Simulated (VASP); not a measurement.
A run of VASP 6.6.1 is set up as follows.

INCAR

```
PREC     = Accurate       # precision mode
ENCUT    = 600            # plane-wave cutoff, eV
EDIFF    = 1E-6           # SCF threshold, eV
ISMEAR   = 1              # smearing method
SIGMA    = 0.15           # smearing width, eV
LREAL    = F              # projectors in reciprocal space
LASPH    = T              # aspherical terms in the spheres
NELM     = 60             # most SCF steps
ALGO     = Normal         # electronic algorithm
ISIF     = 3              # what is computed and relaxed
LWAVE    = F              # write WAVECAR
LCHARG   = F              # write CHGCAR
GGA      = B5             # functional
ALDAX    = 1.0          
AGGAX    = 1.0          
AGGAC    = 1.0          
ALDAC    = 0.0          
IVDW     = 12             # dispersion correction
VDW_S6   = 1.0          
VDW_S8   = 2.6996       
VDW_A1   = 0.4298       
VDW_A2   = 4.2359       
IBRION   = 2              # ionic algorithm
NSW      = 80             # ionic steps
EDIFFG   = -0.02          # ionic threshold
```

The input KPOINTS:

```
regular mesh
0
Gamma
  10 10 10
```

File POSCAR:

```
Os
1.0
    0.0000000000      1.9450000000      1.9450000000
    1.9450000000      0.0000000000      1.9450000000
    1.9450000000      1.9450000000      0.0000000000
Os
1
Direct
    0.0000000000      0.0000000000      0.0000000000
```

Potentials or basis: VASP PAW PBE potentials, release 64 (Os).

Command:

```console
$ cat potpaw_PBE.64/Os/POTCAR > POTCAR
$ mpirun -np 1 vasp_std > vasp.out
```

**Question.** Estimate the relaxed cell.

**Answer.** a = 2.732 Å, b = 2.732 Å, c = 2.732 Å, α = 60.00°, β = 60.00°, γ = 60.00°.

**Question.** Predict the dispersion energy per atom.

**Answer.** -1.525 eV.

**Question.** What does it give for the relaxed volume?

**Answer.** 14.42 Å³/atom.

Step by step:
```
step  energy change (eV)  largest force (eV/Å)  pressure (GPa)  volume (Å³)
   1              0.0000                0.0000           -7.55        14.72
   2              0.1195                0.0000           38.91        13.29
   3             -0.0072                0.0000           -0.28        14.43
   4             -0.0072                0.0000           -0.04        14.42
```

Caveat: the PAW data sets were made with another functional, which shifts forces and pressure a little; pairwise dispersion overbinds metals, which lowers pressure and volume.
